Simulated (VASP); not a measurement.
# Si8NO14 (a cell with a defect) in VASP: a series of runs

Si8NO14 (a cell with a defect) is run at these levels: PBE+D3(BJ); tasks: single point.

All numbers are computed with VASP 6.6.1; they aren't measurements. Logs are shortened: lines on timing, memory, paths and dates and some standing lists are left out, and cuts for length are marked.

### 1 The cell of the first run

The cell holds a defect, 23 atoms: a = 5.833 Å, b = 5.833 Å, c = 5.295 Å, α = 90.00°, β = 90.00°, γ = 90.00°.

### 2 Single point, PBE+D3(BJ)

Input file INCAR:

```
ALGO = Normal
EDIFF = 1E-6
ENCUT = 520
GGA = PE
ISIF = 2
ISMEAR = 0
IVDW = 12
LASPH = T
LCHARG = T
LELF = T
LREAL = Auto
LVHAR = T
LWAVE = F
NBANDS = 78
NELECT = 120.0
NELM = 60
PREC = Accurate
SIGMA = 0.02
```

Input file KPOINTS:

```
k-points
0
Gamma
  3 3 3
```

Input file POSCAR:

```
Si8NO14
1.0
   -4.1246000000     -4.1246000000      0.0000000000
    4.1246000000     -4.1246000000      0.0000000000
    0.0000000000      0.0000000000      5.2948000000
Si O N
8 14 1
Direct
    0.5000220627      0.5027893614     -0.0005688600
   -0.0001299520      0.5026982010      0.2502217270
    0.4999906658      0.5027921495      0.5010255345
    0.0004299811      0.4710373127      0.7502017073
   -0.0015686370      0.0026034040      0.0307480925
    0.4997513698      0.0008460214      0.2502545894
   -0.0018155700      0.0026027978      0.4697346453
    0.4981246666      0.0024496921      0.7502387248
    0.1901076468      0.5041305824     -0.0094877994
   -0.0005821171      0.2076584396      0.2502264486
    0.8101211027      0.5041205208     -0.0100258744
   -0.0006234544      0.7973475004      0.2502298482
    0.1900712796      0.5041347040      0.5099095339
    0.8101403772      0.5041247636      0.5104442094
    0.6933228677     -0.0007211608      0.0113031654
    0.5005564176      0.6918687873      0.2502479791
    0.3061953886     -0.0008443243      0.0124063232
    0.5005196868      0.3111672647      0.2502459016
    0.6932250400     -0.0007285555      0.4891623857
    0.4997125782      0.6981706105      0.7502294704
    0.3061913883     -0.0008408088      0.4881190980
    0.4997105174      0.3064263201      0.7502324923
    0.0021179023      1.0606438200      0.7502460905
```

Potentials or basis: VASP PAW PBE potentials, release 64 (Si, O, N).

Run with:

```bash
$ cat potpaw_PBE.64/Si/POTCAR potpaw_PBE.64/O/POTCAR potpaw_PBE.64/N/POTCAR > POTCAR
$ mpirun -np 1 vasp_std > vasp.out
```

OUTCAR:

```text
EDIFF = 1E-6
   ENCUT = 520
   GGA = PE
   ISIF = 2
   ISMEAR = 0
   IVDW = 12
   LASPH = T
   LREAL = Auto
   NELECT = 120.0
   NELM = 60
   PREC = Accurate
 IVDW          = 12

 ion  position               nearest neighbor table
   1  0.500  0.503  0.999-  16 1.73  18 1.74  20 1.74  22 1.75   9 1.81  11 1.81   3 2.64   3 2.66

   2  1.000  0.503  0.250-  12 1.72  10 1.72  13 1.77   9 1.77  14 1.77  11 1.77   4 2.65   4 2.65
                             5 3.14   7 3.14   5 3.14   7 3.14
   3  0.500  0.503  0.501-  16 1.73  18 1.74  20 1.74  22 1.75  13 1.81  14 1.81   1 2.64   1 2.66

   4  0.000  0.471  0.750-  13 1.70   9 1.70  14 1.70  11 1.70  23 2.39   2 2.65   2 2.65   7 3.11
                             5 3.11
   5  0.998  0.003  0.031-  23 1.52  10 1.67  12 1.67  15 1.78  17 1.80   7 2.32   7 2.97   4 3.11
                             6 3.13   2 3.14   2 3.14   6 3.15
   6  0.500  0.001  0.250-  17 1.69  21 1.69  19 1.70  15 1.70  16 1.80  18 1.81   8 2.65   8 2.65
                             7 3.13   5 3.13   5 3.15   7 3.15
   7  0.998  0.003  0.470-  23 1.52  10 1.67  12 1.67  19 1.78  21 1.80   5 2.32   5 2.97   4 3.11
                             6 3.13   2 3.14   2 3.14   6 3.15
   8  0.498  0.002  0.750-  22 1.77  20 1.77  21 1.78  17 1.78  19 1.79  15 1.79   6 2.65   6 2.65

   9  0.190  0.504  0.991-   4 1.70   2 1.77   1 1.81
  10  0.999  0.208  0.250-   5 1.67   7 1.67   2 1.72
  11  0.810  0.504  0.990-   4 1.70   2 1.77   1 1.81
  12  0.999  0.797  0.250-   5 1.67   7 1.67   2 1.72
  13  0.190  0.504  0.510-   4 1.70   2 1.77   3 1.81
  14  0.810  0.504  0.510-   4 1.70   2 1.77   3 1.81
  15  0.693  0.999  0.011-   6 1.70   5 1.78   8 1.79
  16  0.501  0.692  0.250-   3 1.73   1 1.73   6 1.80
  17  0.306  0.999  0.012-   6 1.69   8 1.78   5 1.80
  18  0.501  0.311  0.250-   3 1.74   1 1.74   6 1.81
  19  0.693  0.999  0.489-   6 1.70   7 1.78   8 1.79
  20  0.500  0.698  0.750-   3 1.74   1 1.74   8 1.77
  21  0.306  0.999  0.488-   6 1.69   8 1.78   7 1.80
  22  0.500  0.306  0.750-   1 1.75   3 1.75   8 1.77
  23  0.002  0.061  0.750-   5 1.52   7 1.52   4 2.39

  LATTYP: Found a simple tetragonal cell.
 ALAT       =     5.8330652594
 C/A-ratio  =     0.9077217148

  Lattice vectors:

 A1 = (  -4.1246000000,  -4.1246000000,   0.0000000000)
 A2 = (   4.1246000000,  -4.1246000000,   0.0000000000)
 A3 = (   0.0000000000,   0.0000000000,   5.2948000000)

Analysis of symmetry for initial positions (statically):
=====================================================================
 Subroutine PRICEL returns:
 Original cell was already a primitive cell.

 Routine SETGRP: Setting up the symmetry group for a
 simple tetragonal supercell.

 Subroutine GETGRP returns: Found  1 space group operations
 (whereof  1 operations were pure point group operations)
 out of a pool of 16 trial point group operations.

The static configuration has the point symmetry C_1 .

Analysis of symmetry for dynamics (positions and initial velocities):
=====================================================================
 Subroutine PRICEL returns:
 Original cell was already a primitive cell.

 Routine SETGRP: Setting up the symmetry group for a
 simple tetragonal supercell.

 Subroutine GETGRP returns: Found  1 space group operations
 (whereof  1 operations were pure point group operations)
 out of a pool of 16 trial point group operations.

The dynamic configuration has the point symmetry C_1 .

 Subroutine INISYM returns: Found  1 space group operations
 (whereof  1 operations are pure point group operations),
 and found     1 'primitive' translations

----------------------------------------------------------------------------------------

                                     Primitive cell

  volume of cell :     180.1537

  direct lattice vectors                    reciprocal lattice vectors
    -4.124600000 -4.124600000  0.000000000    -0.121223876 -0.121223876  0.000000000
     4.124600000 -4.124600000  0.000000000     0.121223876 -0.121223876  0.000000000
     0.000000000  0.000000000  5.294800000     0.000000000  0.000000000  0.188864546

  length of vectors
     5.833065259  5.833065259  5.294800000     0.171436450  0.171436450  0.188864546

  position of ions in fractional coordinates (direct lattice)
     0.500022063  0.502789361  0.999431140
     0.999870048  0.502698201  0.250221727
     0.499990666  0.502792150  0.501025535
     0.000429981  0.471037313  0.750201707
     0.998431363  0.002603404  0.030748092
     0.499751370  0.000846021  0.250254589
[... 15 lines left out ...]
     0.499710517  0.306426320  0.750232492
     0.002117902  0.060643820  0.750246090

  ion indices of the primitive-cell ions
   primitive index   ion index
                 1           1
                 2           2
                 3           3
                 4           4
                 5           5
                 6           6
[... 15 lines left out ...]
                22          22
                23          23

----------------------------------------------------------------------------------------

 KPOINTS: k-points

Automatic generation of k-mesh.
 Grid dimensions read from file:
 generate k-points for:    3    3    3

 Generating k-lattice:

  Cartesian coordinates                     Fractional coordinates (reciprocal lattice)
    -0.040407959 -0.040407959  0.000000000     0.333333333  0.000000000  0.000000000
     0.040407959 -0.040407959  0.000000000     0.000000000  0.333333333  0.000000000
     0.000000000  0.000000000  0.062954849     0.000000000  0.000000000  0.333333333

  Length of vectors
     0.057145483  0.057145483  0.062954849

  Shift w.r.t. Gamma in fractional coordinates (k-lattice)
     0.000000000  0.000000000  0.000000000

 Subroutine IBZKPT returns following result:
 ===========================================

 Found     14 irreducible k-points:

 Following reciprocal coordinates:
            Coordinates               Weight
  0.000000  0.000000  0.000000      1.000000
  0.333333  0.000000  0.000000      2.000000
  0.000000  0.333333  0.000000      2.000000
  0.333333  0.333333  0.000000      2.000000
 -0.333333  0.333333  0.000000      2.000000
  0.000000  0.000000  0.333333      2.000000
  0.333333  0.000000  0.333333      2.000000
  0.000000  0.333333  0.333333      2.000000
 -0.333333  0.000000  0.333333      2.000000
  0.000000 -0.333333  0.333333      2.000000
  0.333333  0.333333  0.333333      2.000000
 -0.333333  0.333333  0.333333      2.000000
 -0.333333 -0.333333  0.333333      2.000000
  0.333333 -0.333333  0.333333      2.000000
   k-points           NKPTS =     14   k-points in BZ     NKDIM =     14   number of bands    NBANDS=     78
   number of dos      NEDOS =    301   number of ions     NIONS =     23
   total plane-waves  NPLWV =  92160
   dimension x,y,z NGX =    48 NGY =   48 NGZ =   40
   dimension x,y,z NGXF=    96 NGYF=   96 NGZF=   80
   ions per type =               8  14   1
   NGX,Y,Z   is equivalent  to a cutoff of  13.68, 13.68, 12.56 a.u.
   NGXF,Y,Z  is equivalent  to a cutoff of  27.36, 27.36, 25.12 a.u.
 SYSTEM =  unknown system
   PREC   = accura    normal or accurate (medium, high low for compatibility)
   ISTART =      0    job   : 0-new  1-cont  2-samecut
   ICHARG =      2    charge: 1-file 2-atom 10-const
   ISPIN  =      1    spin polarized calculation?
   LNONCOLLINEAR =      F non collinear calculations
   LSORBIT =      F    spin-orbit coupling
   LASPH  =      T    aspherical Exc in radial PAW
   ENCUT  =  520.0 eV  38.22 Ry    6.18 a.u.  10.85 10.85  9.84*2*pi/ulx,y,z
   NELM   =     60;   NELMIN=  2; NELMDL= -5     # of ELM steps
   EDIFF  = 0.1E-05   stopping-criterion for ELM
   LREAL  =      T    real-space projection
   EDIFFG = 0.1E-04   stopping-criterion for IOM
   NSW    =      0    number of steps for IOM
[... 5 lines left out ...]
   TEBEG  =    0.0;   TEEND  =   0.0 temperature during run
   PSTRESS=    0.0 pullay stress
   NELECT =     120.0000    total number of electrons
   NUPDOWN=      -1.0000    fix difference up-down
   EMIN   =  10.00;   EMAX   =-10.00  energy-range for DOS
   EFERMI =   0.00;   METHOD = LEGACY
   ISMEAR =     0;   SIGMA  =   0.02  broadening in eV -4-tet -1-fermi 0-gaus
   EFERMI_NEDOS =   21; number of points for ismear=-14 and -15
   IALGO  =     38    algorithm
   IMIX   =      4    mixing-type and parameters
     AMIX     =   0.40;   BMIX     =  1.00
     AMIX_MAG =   1.60;   BMIX_MAG =  1.00
  volume/ion in A,a.u.               =       7.83        52.86
  Fermi-wavevector in a.u.,A,eV,Ry     =   1.429730  2.701799 27.812066  2.044129
  Thomas-Fermi vector in A             =   2.549652
   LORBIT       =      0    0 simple, 1 ext, 2 COOP (PROOUT), +10 PAW based schemes
   GGA     = PE    functional components
   LHFCALC =     F    Hartree Fock is set to
   AEXX    =    0.0000 exact exchange contribution
   IVDW    =    12    specifies the selected vdW correction
   LEPSILON=     F    determine dielectric tensor
   LRPA    =     F    only Hartree local field effects (RPA)
 non-spin polarized calculation
 Gauss-broadening in eV      SIGMA  =   0.02
  energy-cutoff  :      520.00
  volume of cell :      180.15
 maximum number of plane-waves:      4869
 NGX is ok and might be reduce to    48
   NGX = 21   NGY = 21   NGZ = 19

 number of electron     119.9999975 magnetization

 Free energy of the ion-electron system (eV)
  ---------------------------------------------------
  ext. energy  EPLUGINS =         0.00000000
  ---------------------------------------------------
  free energy    TOTEN  =      -180.77821597 eV

  energy without entropy =     -180.77821597  energy(sigma->0) =     -180.77821597

 E-fermi :  10.2238     XC(G=0): -12.1290

 val. band max:       10.0366902066   @ k =   0.0000   0.3333   0.3333
 cond. band min:      11.5936250130   @ k =   0.0000   0.0000   0.0000
 fundamental gap:      1.5569348063
 Fermi energy:        10.2237645058

 k-point     1 :       0.0000    0.0000    0.0000
  band No.  band energies     occupation
      1     -14.7605      2.00000
      2     -13.2872      2.00000
      3     -12.7205      2.00000
      4     -12.3148      2.00000
      5     -12.2431      2.00000
      6     -11.5415      2.00000
[... 64 lines left out ...]
     71      18.2633      0.00000
     72      18.3288      0.00000

 k-point     2 :       0.3333    0.0000    0.0000
  band No.  band energies     occupation
      1     -14.5691      2.00000
      2     -13.4753      2.00000
      3     -12.9243      2.00000
      4     -12.2492      2.00000
      5     -12.2339      2.00000
      6     -11.7263      2.00000
[... 64 lines left out ...]
     71      17.8585      0.00000
     72      18.2726      0.00000

 k-point     3 :       0.0000    0.3333    0.0000
  band No.  band energies     occupation
      1     -14.5006      2.00000
      2     -13.7693      2.00000
      3     -12.6421      2.00000
      4     -12.3017      2.00000
      5     -12.0794      2.00000
      6     -11.5242      2.00000
[... 814 lines left out ...]
     71      18.3379      0.00000
     72      18.7347      0.00000

 k-point    14 :       0.3333   -0.3333    0.3333
  band No.  band energies     occupation
      1     -14.1508      2.00000
      2     -13.4767      2.00000
      3     -12.9519      2.00000
      4     -12.7454      2.00000
      5     -12.0939      2.00000
      6     -11.9936      2.00000
[... 64 lines left out ...]
     71      18.3320      0.00000
     72      18.7433      0.00000
 [bands above 72 left out]

------------------------ aborting loop because EDIFF is reached ----------------------------------------

 Edisp (eV)   -5.75497

 E8    (eV) :    -1.9931

  FORCE on cell =-STRESS in cart. coord.  units (eV):
  Direction    XX          YY          ZZ          XY          YZ          ZX
  --------------------------------------------------------------------------------------
  -------------------------------------------------------------------------------------
  Total       9.50612     9.51114    34.09430     4.03209    -0.00235    -0.00246
  in kB      84.54167    84.58630   303.21392    35.85895    -0.02094    -0.02187
  external pressure =      157.45 kB  Pullay stress =        0.00 kB

 VOLUME and BASIS-vectors are now :
 -----------------------------------------------------------------------------
  energy-cutoff  :      520.00
  volume of cell :      180.15
      direct lattice vectors                 reciprocal lattice vectors
    -4.124600000 -4.124600000  0.000000000    -0.121223876 -0.121223876  0.000000000
     4.124600000 -4.124600000  0.000000000     0.121223876 -0.121223876  0.000000000
     0.000000000  0.000000000  5.294800000     0.000000000  0.000000000  0.188864546

 POSITION                                       TOTAL-FORCE (eV/Angst)
 -----------------------------------------------------------------------------------
      0.01141     -4.13620      5.29179        -0.038312      0.021097     -0.020774
     -2.05064     -6.19749      1.32487        -0.036460      0.044551     -0.003535
      0.01155     -4.13608      2.65283        -0.037773      0.019016      0.023799
      1.94107     -1.94461      3.97217        -1.898754      1.919671      0.005294
     -4.10739     -4.12887      0.16281        -0.044417      0.010467     -0.266648
     -2.05779     -2.06476      1.32505        -0.149808      0.132061     -0.005914
[... 15 lines left out ...]
     -0.79722     -3.32499      3.97233        -0.081204      0.086745     -0.000762
      0.24140     -0.25887      3.97240         3.401928     -3.312374     -0.007677
 -----------------------------------------------------------------------------------
    total drift:                               -0.008263     -0.000276      0.000156

  FREE ENERGIE OF THE ION-ELECTRON SYSTEM (eV)
  ---------------------------------------------------
  free  energy   TOTEN  =      -186.5331831716 eV

  energy  without entropy=     -186.5331831716  energy(sigma->0) =     -186.53318317
```

It took 3.3 min on 1 thread of Intel Xeon Platinum 8488C (Sapphire Rapids), shared host; peak memory 0.35 GiB.

Results:

```yaml
Free_energy: -186.5332 eV
Largest_force: 4.748 eV/Å
Dispersion_energy_per_atom: -0.250 eV
```

Forces on the atoms (eV/Å):
```
Si  -0.038  0.021 -0.021
Si  -0.036  0.045 -0.004
Si  -0.038  0.019  0.024
Si  -1.899  1.920  0.005
Si  -0.044  0.010 -0.267
Si  -0.150  0.132 -0.006
Si  -0.052  0.001  0.268
Si  -0.074  0.017  0.003
O    0.037 -0.080  0.036
O   -0.071  0.080  0.001
O    0.079 -0.034  0.033
O    0.000  0.008  0.002
O    0.030 -0.087 -0.033
O    0.085 -0.029 -0.031
O   -0.286  0.176 -0.100
O   -0.040  0.052 -0.003
O   -0.176  0.304 -0.103
O   -0.149  0.168 -0.002
O   -0.300  0.161  0.105
O   -0.030  0.032  0.001
O   -0.170  0.309  0.098
O   -0.081  0.087 -0.001
N    3.402 -3.312 -0.008
```

Caveat: the cell carries a net charge on a neutralising background, which shifts energy and pressure; the cell is charged against a uniform background, so pressure and absolute levels hang on convention.

### 3 Single point, PBE+D3(BJ)

Input file INCAR:

```
SYSTEM = Si8NO14
ALGO = Normal
EDIFF = 1E-6
ENCUT = 520
GGA = PE
ISIF = 2
ISMEAR = 0
IVDW = 12
LASPH = .TRUE.
LCHARG = .FALSE.
LREAL = Auto
LWAVE = .FALSE.
NBANDS = 78
NELECT = 120.0
NELM = 80
PREC = Accurate
SIGMA = 0.02
```

Input file KPOINTS:

```
k-points
0
G
  3 3 3
  0 0 0
```

Input file POSCAR:

```
Si8NO14
1.0
   -4.1246000000     -4.1246000000      0.0000000000
    4.1246000000     -4.1246000000      0.0000000000
    0.0000000000      0.0000000000      5.2948000000
Si O N
8 14 1
Direct
    0.5001232847      0.5043028415     -0.0009277027
   -0.0000555205      0.5065145711      0.2501010425
    0.5000994036      0.5043068419      0.5011535846
    0.0004635601      0.4422748873      0.7501067085
   -0.0010013092      0.0076615914      0.0247414444
    0.4998575619      0.0001880182      0.2501371157
   -0.0011510207      0.0076634098      0.4755061570
    0.4987104204      0.0033753576      0.7501187958
    0.1903812491      0.5070519566     -0.0091842940
   -0.0004732580      0.2084020269      0.2501053864
    0.8099895747      0.5070220143     -0.0096947949
   -0.0005704796      0.8027847549      0.2501106746
    0.1903740969      0.5070574116      0.5093809020
    0.8099829074      0.5070272269      0.5098891365
    0.6953733695     -0.0025311545      0.0076072751
    0.5005841779      0.6936181690      0.2501352270
    0.3041680405     -0.0027555399      0.0084718970
    0.5004890171      0.3095948698      0.2501331495
    0.6952950589     -0.0025415798      0.4926344716
    0.4998241042      0.6999193861      0.7501067085
    0.3041633128     -0.0027529942      0.4918023344
    0.4997991320      0.3066509480      0.7501106746
    0.0013687388      1.1195535325      0.7501269170
```

Potentials or basis: VASP PAW PBE potentials, release 64 (Si, O, N).

Run with:

```bash
$ cat potpaw_PBE.64/Si/POTCAR potpaw_PBE.64/O/POTCAR potpaw_PBE.64/N/POTCAR > POTCAR
$ mpirun -np 1 vasp_std > vasp.out
```

Run time: 3.2 min. Hardware: 1 thread of Intel Xeon Platinum 8488C (Sapphire Rapids), shared host; peak memory 0.35 GiB.

It converged, with:

```
Free energy                : -189.0873 eV
Largest force              : 5.010 eV/Å
Dispersion energy per atom : -0.250 eV
```

Forces on the atoms (eV/Å):
```
Si  -0.072  0.061 -0.036
Si   0.071 -0.069  0.001
Si  -0.073  0.061  0.038
Si  -1.999  2.008 -0.002
Si   0.130 -0.188 -0.522
Si  -0.211  0.207 -0.005
Si   0.123 -0.197  0.519
Si  -0.137  0.079  0.003
O   -0.001 -0.053  0.038
O   -0.089  0.091  0.003
O    0.056  0.006  0.042
O    0.165 -0.162  0.003
O   -0.001 -0.052 -0.035
O    0.055  0.006 -0.039
O   -0.414  0.145 -0.291
O   -0.028  0.042 -0.003
O   -0.135  0.433 -0.310
O   -0.272  0.292 -0.003
O   -0.424  0.132  0.294
O   -0.048  0.047  0.002
O   -0.130  0.438  0.306
O   -0.160  0.163  0.001
N    3.593 -3.492 -0.004
```

Levels at points of the mesh, in eV from the Fermi level:
```csv
k point,band 58,band 59,band 60,band 61,band 62,band 63
"(0.00, 0.00, 0.00)",-2.30,-1.56,-0.22,2.22,5.08,5.67
```

Caveat: the cell carries a net charge on a neutralising background, which shifts energy and pressure; the cell is charged against a uniform background, so pressure and absolute levels hang on convention.
